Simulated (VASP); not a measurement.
# P2Se2O (P4mm) in VASP: a series of runs

P2Se2O is run at these levels: PBE+D3(BJ); tasks: single point, relaxation of cell and atoms.

Everything below comes from runs of VASP 6.6.1. Logs are shortened: lines on timing, memory, paths and dates and some standing lists are left out, and cuts for length are marked.

## 1. The cell of the first run

The structure is tetragonal, space group P4mm (No. 99). Conventional cell: a = 3.744 Å, b = 3.744 Å, c = 4.545 Å, α = 90.00°, β = 90.00°, γ = 90.00°. P (site symmetry 4mm) has 2 Se at 2.05 to 2.50 Å and 4 P at 2.69 Å within 2.7 Å. P (site symmetry 4mm) has 1 O at 1.59 Å and 1 Se at 1.64 Å within 2.1 Å. Within 2.7 Å of Se (site symmetry 4mm) lie 2 P at 2.05 to 2.50 Å and 4 O at 2.68 Å. Se (site symmetry 4mm) has 1 O at 1.31 Å and 1 P at 1.64 Å within 1.8 Å. Within 1.8 Å of O (site symmetry 4mm) lie 1 Se at 1.31 Å and 1 P at 1.59 Å.

## 2. Single point, PBE+D3(BJ), collinear spin, ferromagnetic start

Contents of INCAR:

```
ALGO = Normal
EDIFF = 1E-6
ENCUT = 520
GGA = PE
ISIF = 2
ISMEAR = 0
ISPIN = 2
IVDW = 12
LASPH = True
LCHARG = False
LORBIT = 11
LREAL = False
LWAVE = False
MAGMOM = 0 0 0 0 1
NBANDS = 26
NELM = 150
PREC = Accurate
SIGMA = 0.1
```

Contents of KPOINTS:

```
k-points
0
Gamma
  4 4 4
```

Contents of POSCAR:

```
P2Se2O
1.0
    3.7442342400      0.0000000000      0.0000000000
    0.0000000000      3.7442342400      0.0000000000
    0.0000000000      0.0000000000      4.5449047200
P Se O
2 2 1
Direct
    0.5000000000      0.5000000000      0.0351810000
    0.0000000000      0.0000000000      0.9327795700
    0.5000000000      0.5000000000      0.4853879000
    0.0000000000      0.0000000000      0.2929877100
    0.0000000000      0.0000000000      0.5820489500
```

Potentials or basis: VASP PAW PBE potentials, release 64 (P, Se, O).

Run with:

```bash
cat potpaw_PBE.64/P/POTCAR potpaw_PBE.64/Se/POTCAR potpaw_PBE.64/O/POTCAR > POTCAR
mpirun -np 1 vasp_std > vasp.out
```

OUTCAR:

```text
EDIFF = 1E-6
   ENCUT = 520
   GGA = PE
   ISIF = 2
   ISMEAR = 0
   ISPIN = 2
   IVDW = 12
   LASPH = True
   LORBIT = 11
   LREAL = False
   NELM = 150
   PREC = Accurate
 IVDW          = 12

 ion  position               nearest neighbor table
   1  0.500  0.500  0.035-   3 2.05   3 2.50   2 2.69   2 2.69   2 2.69   2 2.69
   2  0.000  0.000  0.933-   5 1.59   4 1.64   1 2.69   1 2.69   1 2.69   1 2.69
   3  0.500  0.500  0.485-   1 2.05   1 2.50   4 2.79   4 2.79   4 2.79   4 2.79
   4  0.000  0.000  0.293-   5 1.31   2 1.64   3 2.79   3 2.79   3 2.79   3 2.79
   5  0.000  0.000  0.582-   4 1.31   2 1.59

  LATTYP: Found a simple tetragonal cell.
 ALAT       =     3.7442342400
 C/A-ratio  =     1.2138409161

  Lattice vectors:

 A1 = (   3.7442342400,   0.0000000000,   0.0000000000)
 A2 = (   0.0000000000,   3.7442342400,   0.0000000000)
 A3 = (   0.0000000000,   0.0000000000,   4.5449047200)

Analysis of symmetry for initial positions (statically):
=====================================================================
 Subroutine PRICEL returns:
 Original cell was already a primitive cell.

 Routine SETGRP: Setting up the symmetry group for a
 simple tetragonal supercell.

 Subroutine GETGRP returns: Found  8 space group operations
 (whereof  8 operations were pure point group operations)
 out of a pool of 16 trial point group operations.

The static configuration has the point symmetry C_4v.

Analysis of symmetry for dynamics (positions and initial velocities):
=====================================================================
 Subroutine PRICEL returns:
 Original cell was already a primitive cell.

 Routine SETGRP: Setting up the symmetry group for a
 simple tetragonal supercell.

 Subroutine GETGRP returns: Found  8 space group operations
 (whereof  8 operations were pure point group operations)
 out of a pool of 16 trial point group operations.

The dynamic configuration has the point symmetry C_4v.

Analysis of structural, dynamic, and magnetic symmetry:
=====================================================================
 Subroutine PRICEL returns:
 Original cell was already a primitive cell.

 Routine SETGRP: Setting up the symmetry group for a
 simple tetragonal supercell.

 Subroutine GETGRP returns: Found  8 space group operations
 (whereof  8 operations were pure point group operations)
 out of a pool of 16 trial point group operations.

The overall configuration has the point symmetry C_4v.

[... 125 lines left out ...]
   IVDW    =    12    specifies the selected vdW correction
   LEPSILON=     F    determine dielectric tensor
   LRPA    =     F    only Hartree local field effects (RPA)
 spin polarized calculation
 Gauss-broadening in eV      SIGMA  =   0.10
  energy-cutoff  :      520.00
  volume of cell :       63.72
 maximum number of plane-waves:      1722
 NGX is ok and might be reduce to    28
   NGX = 13   NGY = 13   NGZ = 17

 number of electron      27.9999987 magnetization       0.0001095

 Free energy of the ion-electron system (eV)
  ---------------------------------------------------
  ext. energy  EPLUGINS =         0.00000000
  ---------------------------------------------------
  free energy    TOTEN  =        -3.76306198 eV

  energy without entropy =       -3.74111810  energy(sigma->0) =       -3.75209004

 E-fermi :  10.2270     XC(G=0): -11.5880

 val. band max:       10.2191088065   @ k =   0.5000   0.2500   0.2500
 cond. band min:      10.2385834314   @ k =   0.2500   0.2500   0.2500
 fundamental gap:      0.0194746249
 Fermi energy:        10.2270376121

 spin component 1

 k-point     1 :       0.0000    0.0000    0.0000
  band No.  band energies     occupation
      1     -17.6145      1.00000
      2      -8.3866      1.00000
      3      -6.5035      1.00000
      4      -4.8721      1.00000
      5      -0.8119      1.00000
      6      -0.8119      1.00000
[... 511 lines left out ...]
     25      22.3515      0.00000
     26      22.7698      0.00000
 Fermi energy:        10.2270376121

 spin component 2

 k-point     1 :       0.0000    0.0000    0.0000
  band No.  band energies     occupation
      1     -17.6145      1.00000
      2      -8.3865      1.00000
      3      -6.5035      1.00000
      4      -4.8720      1.00000
      5      -0.8120      1.00000
      6      -0.8120      1.00000
[... 511 lines left out ...]
     25      22.3485      0.00000
     26      22.7661      0.00000

------------------------ aborting loop because EDIFF is reached ----------------------------------------

 Edisp (eV)   -2.27848

 E8    (eV) :    -0.8784

  FORCE on cell =-STRESS in cart. coord.  units (eV):
  Direction    XX          YY          ZZ          XY          YZ          ZX
  --------------------------------------------------------------------------------------
  -------------------------------------------------------------------------------------
  Total      11.44490    11.44490   126.33653     0.00000    -0.00000     0.00000
  in kB     287.78750   287.78750  3176.79165     0.00000    -0.00000     0.00000
  external pressure =     1250.79 kB  Pullay stress =        0.00 kB

 VOLUME and BASIS-vectors are now :
 -----------------------------------------------------------------------------
  energy-cutoff  :      520.00
  volume of cell :       63.72
      direct lattice vectors                 reciprocal lattice vectors
     3.744234240  0.000000000  0.000000000     0.267077308  0.000000000  0.000000000
     0.000000000  3.744234240  0.000000000     0.000000000  0.267077308  0.000000000
     0.000000000  0.000000000  4.544904720     0.000000000  0.000000000  0.220026615

 POSITION                                       TOTAL-FORCE (eV/Angst)
 -----------------------------------------------------------------------------------
      1.87212      1.87212      0.15989        -0.000000      0.000000     -5.012764
      0.00000      0.00000      4.23939        -0.000000     -0.000000    -25.161558
      1.87212      1.87212      2.20604        -0.000000      0.000000      1.753170
      0.00000      0.00000      1.33160         0.000000     -0.000000     -8.756959
      0.00000      0.00000      2.64536         0.000000     -0.000000     37.178111
 -----------------------------------------------------------------------------------
    total drift:                               -0.000000      0.000000      0.001112

  FREE ENERGIE OF THE ION-ELECTRON SYSTEM (eV)
  ---------------------------------------------------
  free  energy   TOTEN  =        -6.0415431364 eV

  energy  without entropy=       -6.0195992525  energy(sigma->0) =       -6.03057119

 total charge

# of ion       s       p       d       tot
------------------------------------------
    1        1.130   1.328   0.000   2.459
    2        1.141   1.507   0.000   2.648
    3        1.507   2.461   0.118   4.086
    4        1.571   2.945   0.806   5.322
    5        1.653   3.999   0.000   5.652
--------------------------------------------------
tot          7.001  12.241   0.924  20.166

 magnetization (x)

# of ion       s       p       d       tot
------------------------------------------
    1        0.000   0.000   0.000   0.000
    2        0.000   0.000   0.000   0.000
    3       -0.000   0.000   0.000   0.000
    4        0.000   0.000   0.000   0.000
    5       -0.000  -0.000   0.000  -0.000
--------------------------------------------------
tot          0.000   0.000   0.000   0.000
```

stdout:

```text
POSCAR found type information on POSCAR P SeO
 POSCAR found :  3 types and       5 ions
 scaLAPACK will be used
 LDA part: xc-table for (Slater+PW92), standard interpolation
 POSCAR, INCAR and KPOINTS ok, starting setup
 FFT: planning ... GRIDC
 FFT: planning ... GRID_SOFT
 FFT: planning ... GRID
 WAVECAR not read
 entering main loop
```

Wall time 57 s (1 thread of Intel Xeon Platinum 8259CL at 2.50GHz (Skylake/Cascade Lake), shared host); peak memory 0.22 GiB.

What came out:

```
Free energy                                           : -6.0415 eV
Pressure                                              : 125.1 GPa
Largest force                                         : 37.178 eV/Å
Band gap on the k mesh                                : zero (filled and empty bands overlap)
Net moment                                            : 0.00 μB per cell
Valence electrons inside the program's atomic spheres : P 2.46, 2.65; Se 4.09, 5.32; O 5.65
Dispersion energy per atom                            : -0.456 eV
```

Forces in eV/Å, atoms in the order of the input:
```
P     0.000   0.000  -5.013
P     0.000   0.000 -25.162
Se    0.000   0.000   1.753
Se    0.000   0.000  -8.757
O     0.000   0.000  37.178
```

Levels at points of the mesh, in eV from the Fermi level:
Spin up:
```tsv
k point	band 12	band 13	band 14	band 15	band 16	band 17
(0.00, 0.00, 0.00)	-1.74	-0.65	-0.65	-0.25	-0.03	1.80
(0.50, 0.00, 0.00)	-3.41	-3.01	0.10	0.42	0.85	0.88
(0.50, 0.50, 0.00)	-3.37	-1.42	-1.05	-1.05	2.29	3.99
(0.00, 0.00, 0.50)	-1.93	-0.28	0.94	1.04	1.04	1.22
(0.50, 0.00, 0.50)	-3.91	-1.79	-1.57	-0.80	1.12	3.13
(0.50, 0.50, 0.50)	-2.83	-1.01	1.91	1.94	1.94	4.18
```
Spin down:
```csv
k point,band 11,band 12,band 13,band 14,band 15,band 16,band 17,band 18
"(0.00, 0.00, 0.00)",-1.74,-1.74,-0.65,-0.65,-0.25,-0.03,1.80,3.40
"(0.50, 0.00, 0.00)",-4.06,-3.41,-3.01,0.10,0.42,0.85,0.88,4.35
"(0.50, 0.50, 0.00)",-3.37,-3.37,-1.42,-1.05,-1.05,2.29,3.99,3.99
"(0.00, 0.00, 0.50)",-1.93,-1.93,-0.27,0.94,1.04,1.04,1.22,2.88
"(0.50, 0.00, 0.50)",-4.52,-3.91,-1.79,-1.57,-0.80,1.12,3.13,3.18
"(0.50, 0.50, 0.50)",-2.83,-2.83,-1.01,1.91,1.94,1.94,4.18,4.18
```

Caveat: the k points lie up to 0.42 Å⁻¹ apart; pairwise dispersion overbinds metals, which lowers pressure and volume; forces of over 1 eV/Å act on the atoms, so gaps and moduli don't describe the material at rest.

## 3. Single point, PBE+D3(BJ)

This run uses another cell than the first one, of 21.31 Å³/atom, 1.672 times its volume.

Contents of INCAR:

```
ALGO = Normal ; EDIFF = 1E-6
ENCUT = 520 ; GGA = PE
ISIF = 2 ; ISMEAR = 0
IVDW = 12 ; LASPH = True
LCHARG = False ; LREAL = False
LWAVE = False ; NBANDS = 22
NELM = 100 ; PREC = Accurate
SIGMA = 0.1
```

Contents of KPOINTS:

```
k-points
0
Gamma
  10 10 6
```

Contents of POSCAR:

```
P2Se2O
1.0
    3.6727652716      0.0000000000      0.0000000000
    0.0000000000      3.6727652716      0.0000000000
    0.0000000000      0.0000000000      7.8996706244
P Se O
2 2 1
Direct
    0.5000000000      0.5000000000      0.9993549373
    0.0000000000      0.0000000000      0.9413583295
    0.5000000000      0.5000000000      0.2854217591
    0.0000000000      0.0000000000      0.3504790183
    0.0000000000      0.0000000000      0.7517710858
```

Potentials or basis: VASP PAW PBE potentials, release 64 (P, Se, O).

Run with:

```bash
cat potpaw_PBE.64/P/POTCAR potpaw_PBE.64/Se/POTCAR potpaw_PBE.64/O/POTCAR > POTCAR
mpirun -np 1 vasp_std > vasp.out
```

It took 2.3 min on 1 thread of Intel Xeon Platinum 8259CL at 2.50GHz (Skylake/Cascade Lake), shared host; peak memory 0.33 GiB.

The run converged. Its results:

| Quantity | Value |
| --- | --- |
| Free energy | -25.0454 eV |
| Pressure | -0.1 GPa |
| Largest force | 0.017 eV/Å |
| Band gap on the k mesh | zero (band 14 reaches 3.34 eV, above the bottom of band 15 at 3.17 eV) |
| Dispersion energy per atom | -0.277 eV |

Forces in eV/Å, atoms in the order of the input:
```
P    0.000  0.000  0.003
P    0.000  0.000 -0.017
Se   0.000  0.000 -0.008
Se   0.000  0.000  0.010
O    0.000  0.000  0.012
```

Stress tensor (GPa, compression positive):
```
-0.03  0.00  0.00
 0.00 -0.03  0.00
 0.00  0.00 -0.12
```

Levels at points of the mesh, in eV from the Fermi level:
| k point | band 11 | band 12 | band 13 | band 14 | band 15 | band 16 | band 17 | band 18 |
| --- | --- | --- | --- | --- | --- | --- | --- | --- |
| (0.00, 0.00, 0.00) | -3.22 | -1.12 | -1.12 | -1.09 | 2.62 | 2.81 | 2.81 | 3.01 |
| (0.50, 0.00, 0.00) | -2.72 | -1.63 | -0.69 | -0.68 | -0.13 | 1.18 | 1.57 | 1.64 |
| (0.50, 0.50, 0.00) | -3.83 | -2.28 | -2.28 | -1.30 | 2.68 | 2.68 | 3.16 | 6.43 |
| (0.00, 0.00, 0.50) | -3.62 | -1.06 | -1.06 | -1.01 | 2.54 | 2.74 | 2.74 | 3.03 |
| (0.50, 0.00, 0.50) | -2.53 | -1.65 | -0.66 | -0.64 | -0.13 | 1.22 | 1.61 | 1.75 |
| (0.50, 0.50, 0.50) | -3.83 | -2.19 | -2.19 | -0.83 | 2.46 | 2.46 | 2.94 | 6.10 |

## 4. Relaxation of cell and atoms, PBE+D3(BJ)

This run uses another cell than the first one, of 21.45 Å³/atom, 1.684 times its volume.

Contents of INCAR:

```
PREC = Accurate
ENCUT = 600
EDIFF = 1E-6
ISMEAR = 0
SIGMA = 0.1
LREAL = False
LASPH = True
NELM = 80
ALGO = Normal
ISIF = 3
LWAVE = False
LCHARG = False
GGA = PE
IVDW = 12
IBRION = 2
NSW = 90
EDIFFG = -0.04
```

Contents of KPOINTS:

```
Automatic mesh
0
Gamma
  6 6 2
```

Contents of POSCAR:

```
P2Se2O
1.0
    3.7027532348      0.0000000000      0.0000000000
    0.0000000000      3.7027532348      0.0000000000
    0.0000000000      0.0000000000      7.8240741202
P Se O
2 2 1
Direct
    0.5000000000      0.5000000000      0.9975554578
    0.0000000000      0.0000000000      0.9434655786
    0.5000000000      0.5000000000      0.2866118312
    0.0000000000      0.0000000000      0.3488182950
    0.0000000000      0.0000000000      0.7519339674
```

Run with:

```bash
cat potpaw_PBE.64/P/POTCAR potpaw_PBE.64/Se/POTCAR potpaw_PBE.64/O/POTCAR > POTCAR
mpirun -np 1 vasp_std > vasp.out
```

Run time: 3.3 min. Hardware: 1 thread of Intel Xeon Platinum 8259CL at 2.50GHz (Skylake/Cascade Lake), shared host; peak memory 0.28 GiB.

It converged, with:

```
Free energy                            : -24.9918 eV
Relaxed volume                         : 21.33 Å³/atom
Relaxed cell                           : a = 3.682 Å, b = 3.682 Å, c = 7.864 Å, α = 90.00°, β = 90.00°, γ = 90.00°
Space group after relaxing (to 0.05 Å) : P4mm (No. 99)
Energy gained by relaxing              : 1.0 meV/atom
Ionic steps                            : 10
Pressure after relaxing                : 0.0 GPa
Largest force after relaxing           : 0.033 eV/Å
Band gap on the k mesh                 : zero (band 14 reaches 3.36 eV, above the bottom of band 15 at 3.15 eV)
Dispersion energy per atom             : -0.277 eV
```

Forces in eV/Å, atoms in the order of the input:
```
P    0.000  0.000  0.013
P    0.000  0.000  0.033
Se   0.000  0.000 -0.012
Se   0.000  0.000  0.000
O    0.000  0.000 -0.033
```

Step by step:
```
step  energy change (eV)  largest force (eV/Å)  pressure (GPa)  volume (Å³)
   1              0.0000                0.1914           -0.57       107.27
   2              0.0012                0.7136            0.75       106.09
   3             -0.0020                0.2548            0.01       106.74
   4             -0.0041                0.0583            0.15       106.24
   5             -0.0042                0.0753            0.16       106.20
   6             -0.0045                0.0601            0.12       106.29
   7             -0.0048                0.0524            0.03       106.49
   8             -0.0049                0.0571            0.08       106.57
   9             -0.0049                0.0641            0.09       106.58
  10             -0.0049                0.0330            0.05       106.64
```

Final structure:
```yaml
crystal:
  lattice:
    - [3.68244, 0.00000, 0.00000]
    - [0.00000, 3.68244, 0.00000]
    - [0.00000, 0.00000, 7.86438]
  atoms:
    - { symbol: P, position: [0.50000, 0.50000, 0.99909] }
    - { symbol: P, position: [0.00000, 0.00000, 0.94196] }
    - { symbol: Se, position: [0.50000, 0.50000, 0.28580] }
    - { symbol: Se, position: [0.00000, 0.00000, 0.34973] }
    - { symbol: O, position: [0.00000, 0.00000, 0.75180] }
```

Levels at points of the mesh, in eV from the Fermi level:
| k point | band 10 | band 11 | band 12 | band 13 | band 14 | band 15 | band 16 | band 17 | band 18 |
| --- | --- | --- | --- | --- | --- | --- | --- | --- | --- |
| (0.00, 0.00, 0.00) | -4.02 | -3.35 | -1.21 | -1.21 | -1.08 | 2.62 | 2.79 | 2.79 | 2.97 |
| (0.50, 0.00, 0.00) | -2.80 | -2.80 | -1.61 | -0.75 | -0.72 | -0.19 | 1.07 | 1.47 | 1.52 |
| (0.50, 0.50, 0.00) | -3.95 | -3.89 | -2.38 | -2.38 | -1.28 | 2.70 | 2.70 | 3.16 | 6.39 |
| (0.00, 0.00, 0.50) | -4.07 | -3.73 | -1.15 | -1.15 | -1.00 | 2.53 | 2.72 | 2.72 | 2.99 |
| (0.50, 0.00, 0.50) | -2.79 | -2.51 | -1.64 | -0.70 | -0.69 | -0.19 | 1.11 | 1.51 | 1.63 |
| (0.50, 0.50, 0.50) | -4.29 | -3.86 | -2.28 | -2.28 | -0.81 | 2.49 | 2.49 | 2.93 | 6.04 |

Caveat: the k points lie up to 0.40 Å⁻¹ apart in the final cell.

## 5. The runs side by side

| task | spin | cell | k mesh | cutoff (eV) | gap on the mesh (eV) | pressure (GPa) | largest force (eV/Å) |
| --- | --- | --- | --- | --- | --- | --- | --- |
| single point | collinear, ferromagnetic start | a = 3.744, b = 3.744, c = 4.545 Å, 5 atoms | 4 × 4 × 4 | 520 | none | 125.1 | 37.18 |
| single point | off | a = 3.673, b = 3.673, c = 7.900 Å, 5 atoms | 10 × 10 × 6 | 520 | none | -0.1 | 0.02 |
| relaxation of cell and atoms | off | relaxed from a = 3.703, b = 3.703, c = 7.824 Å, 5 atoms | 6 × 6 × 2 | 600 | none | 0.0 | 0.03 |

Alike in all rows: level PBE+D3(BJ); potentials or basis VASP PAW PBE potentials, release 64 (P, Se, O); smearing gaussian 0.1 eV.

Caveats: some runs use coarse meshes; pairwise dispersion overbinds metals, which lowers pressure and volume (some runs); forces of over 1 eV/Å act on the atoms, so gaps and moduli don't describe the material at rest (some runs).

Absolute energies hang on the potentials; compare differences alone.
